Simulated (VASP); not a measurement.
# Er4Se (Pm-3m) in VASP: further runs

Runs on Er4Se. Level: PBE. Tasks: single point, relaxation of cell and atoms.

All numbers are computed with VASP 6.6.1; they aren't measurements. Logs are shortened: lines on timing, memory, paths and dates and some standing lists are left out, and cuts for length are marked.

## Step 1: The cell of the first run

The structure is cubic, space group Pm-3m (No. 221). Conventional cell: a = 5.517 Å, b = 5.517 Å, c = 5.517 Å, α = 90.00°, β = 90.00°, γ = 90.00°. Within 3.6 Å of Er (site symmetry m-3m) lie 6 Er at 2.76 Å. Er (site symmetry 4/mmm) has 2 Er at 2.76 Å within 3.6 Å. Within 5.1 Å of Se (site symmetry m-3m) lie 20 Er at 3.90 to 4.78 Å.

The cell was generated, and may not be a known phase.

## Step 2: Single point, PBE

INCAR reads:

```
PREC = Accurate
ENCUT = 500
EDIFF = 1E-6
ISMEAR = 0
SIGMA = 0.1
LREAL = F
LASPH = T
NELM = 200
ALGO = Normal
ISIF = 2
LWAVE = F
LCHARG = F
GGA = PE
NBANDS = 29
GGA_COMPAT = F
LMAXMIX = 6
```

KPOINTS reads:

```
Automatic mesh
0
Gamma
  8 8 8
```

POSCAR reads:

```
Er4Se
1.0
    5.5167962809      0.0000000000      0.0000000000
    0.0000000000      5.5167962809      0.0000000000
    0.0000000000      0.0000000000      5.5167962809
Er Se
4 1
Direct
    0.5000000000      0.5000000000      0.5000000000
    0.0000000000      0.5000000000      0.5000000000
    0.5000000000      0.0000000000      0.5000000000
    0.5000000000      0.5000000000      0.0000000000
    0.0000000000      0.0000000000      0.0000000000
```

Potentials or basis: VASP PAW PBE potentials, release 64 (Er_3, Se), 4f in core.

Started as:

```
$ cat potpaw_PBE.64/Er_3/POTCAR potpaw_PBE.64/Se/POTCAR > POTCAR
$ mpirun -np 1 vasp_std > vasp.out
```

OUTCAR:

```text
PREC = Accurate
   ENCUT = 500
   EDIFF = 1E-6
   ISMEAR = 0
   LREAL = F
   LASPH = T
   NELM = 200
   ISIF = 2
   GGA = PE

 ion  position               nearest neighbor table
   1  0.500  0.500  0.500-   2 2.76   3 2.76   4 2.76   4 2.76   3 2.76   2 2.76
   2  0.000  0.500  0.500-   1 2.76   1 2.76
   3  0.500  0.000  0.500-   1 2.76   1 2.76
   4  0.500  0.500  0.000-   1 2.76   1 2.76
   5  0.000  0.000  0.000-

  LATTYP: Found a simple cubic cell.
 ALAT       =     5.5167962809

  Lattice vectors:

 A1 = (   5.5167962809,   0.0000000000,   0.0000000000)
 A2 = (   0.0000000000,   5.5167962809,   0.0000000000)
 A3 = (   0.0000000000,   0.0000000000,   5.5167962809)

Analysis of symmetry for initial positions (statically):
=====================================================================
 Subroutine PRICEL returns:
 Original cell was already a primitive cell.

 Routine SETGRP: Setting up the symmetry group for a
 simple cubic supercell.

 Subroutine GETGRP returns: Found 48 space group operations
 (whereof 48 operations were pure point group operations)
 out of a pool of 48 trial point group operations.

The static configuration has the point symmetry O_h .

Analysis of symmetry for dynamics (positions and initial velocities):
=====================================================================
 Subroutine PRICEL returns:
 Original cell was already a primitive cell.

 Routine SETGRP: Setting up the symmetry group for a
 simple cubic supercell.

 Subroutine GETGRP returns: Found 48 space group operations
 (whereof 48 operations were pure point group operations)
 out of a pool of 48 trial point group operations.

The dynamic configuration has the point symmetry O_h .

 Subroutine INISYM returns: Found 48 space group operations
 (whereof 48 operations are pure point group operations),
 and found     1 'primitive' translations

----------------------------------------------------------------------------------------

                                     Primitive cell

  volume of cell :     167.9039

  direct lattice vectors                    reciprocal lattice vectors
     5.516796281  0.000000000  0.000000000     0.181264623  0.000000000  0.000000000
     0.000000000  5.516796281  0.000000000     0.000000000  0.181264623  0.000000000
     0.000000000  0.000000000  5.516796281     0.000000000  0.000000000  0.181264623

  length of vectors
     5.516796281  5.516796281  5.516796281     0.181264623  0.181264623  0.181264623

  position of ions in fractional coordinates (direct lattice)
     0.500000000  0.500000000  0.500000000
     0.000000000  0.500000000  0.500000000
     0.500000000  0.000000000  0.500000000
     0.500000000  0.500000000  0.000000000
     0.000000000  0.000000000  0.000000000

  ion indices of the primitive-cell ions
   primitive index   ion index
                 1           1
                 2           2
                 3           3
                 4           4
                 5           5

----------------------------------------------------------------------------------------

 KPOINTS: Automatic mesh

Automatic generation of k-mesh.
 Grid dimensions read from file:
 generate k-points for:    8    8    8

 Generating k-lattice:

  Cartesian coordinates                     Fractional coordinates (reciprocal lattice)
     0.022658078  0.000000000  0.000000000     0.125000000  0.000000000  0.000000000
     0.000000000  0.022658078  0.000000000     0.000000000  0.125000000  0.000000000
     0.000000000  0.000000000  0.022658078     0.000000000  0.000000000  0.125000000

  Length of vectors
     0.022658078  0.022658078  0.022658078

  Shift w.r.t. Gamma in fractional coordinates (k-lattice)
     0.000000000  0.000000000  0.000000000

 Subroutine IBZKPT returns following result:
 ===========================================

 Found     35 irreducible k-points:

 Following reciprocal coordinates:
            Coordinates               Weight
  0.000000  0.000000  0.000000      1.000000
  0.125000  0.000000  0.000000      6.000000
  0.250000  0.000000  0.000000      6.000000
  0.375000  0.000000  0.000000      6.000000
  0.500000  0.000000  0.000000      3.000000
  0.125000  0.125000  0.000000     12.000000
[... 16 lines left out ...]
  0.375000  0.375000  0.125000     24.000000
  0.500000  0.375000  0.125000     24.000000
 [... further k-points ...]
   k-points           NKPTS =     35   k-points in BZ     NKDIM =     35   number of bands    NBANDS=     29
   number of dos      NEDOS =    301   number of ions     NIONS =      5
   total plane-waves  NPLWV =  64000
   dimension x,y,z NGX =    40 NGY =   40 NGZ =   40
   dimension x,y,z NGXF=    80 NGYF=   80 NGZF=   80
   ions per type =               4   1
   NGX,Y,Z   is equivalent  to a cutoff of  12.05, 12.05, 12.05 a.u.
   NGXF,Y,Z  is equivalent  to a cutoff of  24.11, 24.11, 24.11 a.u.
 SYSTEM =  unknown system
[... 42 lines left out ...]
  energy-cutoff  :      500.00
  volume of cell :      167.90
 maximum number of plane-waves:      4337
   NGX = 21   NGY = 21   NGZ = 21

 number of electron      41.9999987 magnetization

 Free energy of the ion-electron system (eV)
  ---------------------------------------------------
  ext. energy  EPLUGINS =         0.00000000
  ---------------------------------------------------
  free energy    TOTEN  =       -17.57865973 eV

  energy without entropy =      -17.55781207  energy(sigma->0) =      -17.56823590

 E-fermi :   2.2116     XC(G=0):  -9.0369

 val. band max:        2.1991723786   @ k =   0.5000   0.3750   0.1250
 cond. band min:       2.2119016038   @ k =   0.5000   0.2500   0.0000
 fundamental gap:      0.0127292252
 Fermi energy:         2.2116326834

 k-point     1 :       0.0000    0.0000    0.0000
  band No.  band energies     occupation
      1     -23.6639      2.00000
      2     -23.6639      2.00000
      3     -23.6639      2.00000
      4     -23.0293      2.00000
      5     -23.0293      2.00000
      6     -23.0293      2.00000
[... 21 lines left out ...]
     28       4.7297      0.00000
     29       5.5632      0.00000

 k-point     2 :       0.1250    0.0000    0.0000
  band No.  band energies     occupation
      1     -23.6614      2.00000
      2     -23.6614      2.00000
      3     -23.6041      2.00000
      4     -23.0303      2.00000
      5     -23.0303      2.00000
      6     -23.0295      2.00000
[... 21 lines left out ...]
     28       4.7718      0.00000
     29       5.2060      0.00000

 k-point     3 :       0.2500    0.0000    0.0000
  band No.  band energies     occupation
      1     -23.6552      2.00000
      2     -23.6552      2.00000
      3     -23.4422      2.00000
      4     -23.0338      2.00000
      5     -23.0338      2.00000
      6     -23.0299      2.00000
[... 21 lines left out ...]
     28       4.4465      0.00000
     29       4.7354      0.00000

 k-point     4 :       0.3750    0.0000    0.0000
  band No.  band energies     occupation
      1     -23.6490      2.00000
      2     -23.6490      2.00000
      3     -23.2384      2.00000
      4     -23.0399      2.00000
      5     -23.0384      2.00000
      6     -23.0384      2.00000
[... 21 lines left out ...]
     28       4.2621      0.00000
     29       4.6296      0.00000

 k-point     5 :       0.5000    0.0000    0.0000
  band No.  band energies     occupation
      1     -23.6463      2.00000
      2     -23.6463      2.00000
      3     -23.1036      2.00000
      4     -23.0804      2.00000
      5     -23.0405      2.00000
      6     -23.0405      2.00000
[... 21 lines left out ...]
     28       4.1922      0.00000
     29       4.4913      0.00000
[... 510 lines left out ...]
     28       4.3948      0.00000
     29       4.8066      0.00000

 k-point    22 :       0.5000    0.2500    0.1250
  band No.  band energies     occupation
      1     -23.5780      2.00000
      2     -23.4221      2.00000
      3     -23.1019      2.00000
      4     -23.0914      2.00000
      5     -23.0668      2.00000
      6     -23.0465      2.00000
[... 21 lines left out ...]
     28       4.6118      0.00000
     29       4.7182      0.00000

 k-point    23 :       0.3750    0.3750    0.1250
  band No.  band energies     occupation
      1     -23.5742      2.00000
      2     -23.2506      2.00000
      3     -23.1922      2.00000
      4     -23.0900      2.00000
      5     -23.0586      2.00000
      6     -23.0551      2.00000
[... 21 lines left out ...]
     28       4.4407      0.00000
     29       4.6029      0.00000

 k-point    24 :       0.5000    0.3750    0.1250
  band No.  band energies     occupation
      1     -23.5714      2.00000
      2     -23.2277      2.00000
      3     -23.0974      2.00000
      4     -23.0961      2.00000
      5     -23.0695      2.00000
      6     -23.0550      2.00000
[... 21 lines left out ...]
     28       4.5662      0.00000
     29       4.9564      0.00000

 [... further k-points ...]
[... 5 lines left out ...]
  --------------------------------------------------------------------------------------
  -------------------------------------------------------------------------------------
  Total        0.4757249      0.4757249      0.4757249      0.0000000      0.0000000      0.0000000
  in kB        4.5394754      4.5394754      4.5394754      0.0000000      0.0000000      0.0000000
  external PRESSURE =       4.5394754 kB  Pullay stress =       0.0000000 kB

 VOLUME and BASIS-vectors are now :
 -----------------------------------------------------------------------------
  energy-cutoff  :      500.00
  volume of cell :      167.90
      direct lattice vectors                 reciprocal lattice vectors
     5.516796281  0.000000000  0.000000000     0.181264623  0.000000000  0.000000000
     0.000000000  5.516796281  0.000000000     0.000000000  0.181264623  0.000000000
     0.000000000  0.000000000  5.516796281     0.000000000  0.000000000  0.181264623

 POSITION                                       TOTAL-FORCE (eV/Angst)
 -----------------------------------------------------------------------------------
      2.75840      2.75840      2.75840         0.000000      0.000000      0.000000
      0.00000      2.75840      2.75840         0.000000      0.000000      0.000000
      2.75840      0.00000      2.75840         0.000000      0.000000      0.000000
      2.75840      2.75840      0.00000         0.000000      0.000000      0.000000
      0.00000      0.00000      0.00000         0.000000      0.000000      0.000000
 -----------------------------------------------------------------------------------
    total drift:                               -0.000000     -0.000000     -0.000000

  FREE ENERGIE OF THE ION-ELECTRON SYSTEM (eV)
  ---------------------------------------------------
  free  energy   TOTEN  =       -17.5786597339 eV

  energy  without entropy=      -17.5578120726  energy(sigma->0) =      -17.56823590
```

Run time: 69 s. Hardware: 1 thread of Intel Xeon 6975P-C (Granite Rapids), shared host; peak memory 0.32 GiB.

Results:

```
Free energy            : -17.5787 eV
Pressure               : 0.5 GPa
Band gap on the k mesh : zero (bands 21 and 22 overlap by 1.83 eV)
```

Levels at points of the mesh, in eV from the Fermi level:
```csv
k point,band 19,band 20,band 21,band 22,band 23,band 24
"(0.00, 0.00, 0.00)",-1.67,-1.67,-1.08,-1.08,0.06,0.23
"(0.50, 0.00, 0.00)",-1.09,-0.65,-0.23,-0.23,0.76,0.92
"(0.50, 0.50, 0.00)",-0.69,0.07,0.27,0.27,0.47,0.78
"(0.50, 0.50, 0.50)",-1.25,0.36,0.75,1.39,1.39,1.39
```

Caveat: spin-orbit coupling is left out, which moves the levels of the heavy elements; the 4f electrons are frozen in the core, so they carry no moment and show no levels; the run has no spin polarisation, though such a crystal can be magnetic.

## Step 3: Single point, PBE

This run uses another cell than the first one: it holds 10 atoms, not 5.

INCAR reads:

```
SYSTEM = Er4Se
PREC     = Accurate       ! precision mode
ENCUT    = 500            ! plane-wave cutoff, eV
EDIFF    = 1E-6           ! SCF threshold, eV
ISMEAR   = 0              ! smearing method
SIGMA    = 0.2            ! smearing width, eV
LREAL    = .FALSE.        ! projectors in reciprocal space
LASPH    = .TRUE.         ! aspherical terms in the spheres
NELM     = 200            ! most SCF steps
ALGO     = Normal         ! electronic algorithm
ISIF     = 2              ! what is computed and relaxed
LWAVE    = .FALSE.        ! write WAVECAR
LCHARG   = .FALSE.        ! write CHGCAR
GGA      = PE             ! functional
NBANDS   = 53             ! bands
GGA_COMPAT= .FALSE.      
LMAXMIX  = 6              ! l up to which the mixer works
```

KPOINTS reads:

```
Automatic mesh
0
G
  4 4 2
  0 0 0
```

POSCAR reads:

```
Er4Se
1.0
    0.0000000000      5.5167962809      0.0000000000
    0.0000000000      0.0000000000      5.5167962809
   11.0335925619      0.0000000000      0.0000000000
Er Se
8 2
Direct
    0.5000000000      0.5000000000      0.2500000000
    0.5000000000      0.5000000000      0.7500000000
    0.5000000000      0.5000000000      0.5000000000
    0.5000000000      0.5000000000      1.0000000000
    0.0000000000      0.5000000000      0.2500000000
    0.0000000000      0.5000000000      0.7500000000
    0.5000000000      1.0000000000      0.2500000000
    0.5000000000      0.0000000000      0.7500000000
    0.0000000000      0.0000000000      0.0000000000
    1.0000000000      0.0000000000      0.5000000000
```

Potentials or basis: VASP PAW PBE potentials, release 64 (Er_3, Se), 4f in core.

Started as:

```
$ cat potpaw_PBE.64/Er_3/POTCAR potpaw_PBE.64/Se/POTCAR > POTCAR
$ mpirun -np 1 vasp_std > vasp.out
```

Wall time 2.3 min (1 thread of Intel Xeon 6975P-C (Granite Rapids), shared host); peak memory 0.43 GiB.

The run converged. Its results:

| Property | Result |
| --- | --- |
| Free energy | -35.0960 eV |
| Pressure | 0.9 GPa |
| Band gap on the k mesh | zero (bands 42 and 43 overlap by 1.09 eV) |

Levels at points of the mesh, in eV from the Fermi level:
```csv
k point,band 40,band 41,band 42,band 43,band 44,band 45
"(0.00, 0.00, 0.00)",-1.12,-1.12,-0.69,-0.26,-0.26,0.03
"(0.50, 0.00, 0.00)",-0.26,-0.26,0.04,0.25,0.25,0.44
"(0.50, 0.50, 0.00)",0.25,0.25,0.33,0.44,0.72,0.75
"(0.00, 0.00, 0.50)",-1.12,-0.91,-0.91,-0.76,-0.76,0.35
"(0.50, 0.00, 0.50)",-0.51,-0.22,-0.22,-0.03,-0.03,0.67
"(0.50, 0.50, 0.50)",0.23,0.32,0.32,0.56,0.56,0.56
```

Caveat: spin-orbit coupling is left out, which moves the levels of the heavy elements; the 4f electrons are frozen in the core, so they carry no moment and show no levels; the run has no spin polarisation, though such a crystal can be magnetic. Spin polarisation is off, so any magnetic state and its effect on volume and gap are missing.

## Step 4: Relaxation of cell and atoms, PBE

This run uses another cell than the first one, of 33.91 Å³/atom.

INCAR reads:

```
SYSTEM = Er4Se
ALGO     = Normal         ! electronic algorithm
EDIFF    = 1E-7           ! SCF threshold, eV
EDIFFG   = -0.01          ! ionic threshold
ENCUT    = 500            ! plane-wave cutoff, eV
GGA      = PE             ! functional
GGA_COMPAT= .False.      
IBRION   = 2              ! ionic algorithm
ISIF     = 3              ! what is computed and relaxed
ISMEAR   = 0              ! smearing method
LASPH    = .True.         ! aspherical terms in the spheres
LCHARG   = .False.        ! write CHGCAR
LMAXMIX  = 6              ! l up to which the mixer works
LREAL    = .False.        ! projectors in reciprocal space
LWAVE    = .False.        ! write WAVECAR
NELM     = 200            ! most SCF steps
NELMIN   = 4            
NSW      = 100            ! ionic steps
PREC     = Accurate       ! precision mode
SIGMA    = 0.1            ! smearing width, eV
```

KPOINTS reads:

```
k-points
0
Gamma
  8 8 8
  0 0 0
```

POSCAR reads:

```
Er4Se
1.0
    5.5346766389      0.0000000000      0.0000000000
    0.0000000000      5.5346766389      0.0000000000
    0.0000000000      0.0000000000      5.5346766389
Er Se
4 1
Direct
    0.5000000000      0.5000000000      0.5000000000
    0.0000000000      0.5000000000      0.5000000000
    0.5000000000      0.0000000000      0.5000000000
    0.5000000000      0.5000000000      0.0000000000
    0.0000000000      0.0000000000      0.0000000000
```

Started as:

```
$ cat potpaw_PBE.64/Er_3/POTCAR potpaw_PBE.64/Se/POTCAR > POTCAR
$ mpirun -np 1 vasp_std > vasp.out
```

Run time: 1.7 min. Hardware: 1 thread of Intel Xeon 6975P-C (Granite Rapids), shared host; peak memory 0.32 GiB.

The run converged. Its results:

```yaml
Free_energy: -17.5826 eV
Relaxed_volume: 34.10 Å³/atom
Relaxed_cell: a = 5.545 Å, b = 5.545 Å, c = 5.545 Å, α = 90.00°, β = 90.00°, γ = 90.00°
Space_group_after_relaxing_to_0.1_Å: Pm-3m (No. 221)
Energy_gained_by_relaxing: 0.1 meV/atom
Ionic_steps: 2
Pressure_after_relaxing: 0.0 GPa
Band_gap_on_the_k_mesh: zero (bands 21 and 22 overlap by 1.82 eV)
```

The path:
| step | energy change (eV) | largest force (eV/Å) | pressure (GPa) | volume (Å³) |
| --- | --- | --- | --- | --- |
| 1 | 0.0000 | 0.0000 | 0.18 | 169.54 |
| 2 | -0.0006 | 0.0000 | 0.03 | 170.50 |

Final structure:
```
CELL_PARAMETERS angstrom
5.54510 0.00000 0.00000
0.00000 5.54510 0.00000
0.00000 0.00000 5.54510
ATOMIC_POSITIONS crystal
Er 0.50000 0.50000 0.50000
Er 0.00000 0.50000 0.50000
Er 0.50000 0.00000 0.50000
Er 0.50000 0.50000 0.00000
Se 0.00000 0.00000 0.00000
```

Levels at points of the mesh, in eV from the Fermi level:
| k point | band 19 | band 20 | band 21 | band 22 | band 23 | band 24 |
| --- | --- | --- | --- | --- | --- | --- |
| (0.00, 0.00, 0.00) | -1.62 | -1.62 | -1.06 | -1.06 | 0.06 | 0.26 |
| (0.50, 0.00, 0.00) | -1.10 | -0.64 | -0.20 | -0.20 | 0.78 | 0.92 |
| (0.50, 0.50, 0.00) | -0.65 | 0.07 | 0.26 | 0.26 | 0.48 | 0.79 |
| (0.50, 0.50, 0.50) | -1.24 | 0.29 | 0.76 | 1.39 | 1.46 | 1.51 |

Caveat: spin-orbit coupling is left out, which moves the levels of the heavy elements; the 4f electrons are frozen in the core, so they carry no moment and show no levels; the run has no spin polarisation, though such a crystal can be magnetic.

## Step 5: Summary

```tsv
task	cell	k mesh	smearing	gap on the mesh (eV)	pressure (GPa)
single point	a = 5.517 Å, 5 atoms, atomic positions A	8 × 8 × 8	gaussian 0.1 eV	none	0.5
single point	a = 5.517, b = 5.517, c = 11.034 Å, 10 atoms, atomic positions B	4 × 4 × 2	gaussian 0.2 eV	none	0.9
relaxation of cell and atoms	relaxed from a = 5.535 Å, 5 atoms, atomic positions A	8 × 8 × 8	gaussian 0.1 eV	none	0.0
```

Alike in all rows: level PBE; potentials or basis VASP PAW PBE potentials, release 64 (Er_3, Se), 4f in core; no spin polarisation; cutoff (eV) 500.

Caveats: spin-orbit coupling is left out, which moves the levels of the heavy elements; the 4f electrons are frozen in the core, so they carry no moment and show no levels; the run has no spin polarisation, though such a crystal can be magnetic.

Total energies depend on the potentials used, so only differences within one code and one set of settings carry meaning.

The gap in the log of VASP goes by the Fermi energy; the results here count the filled bands.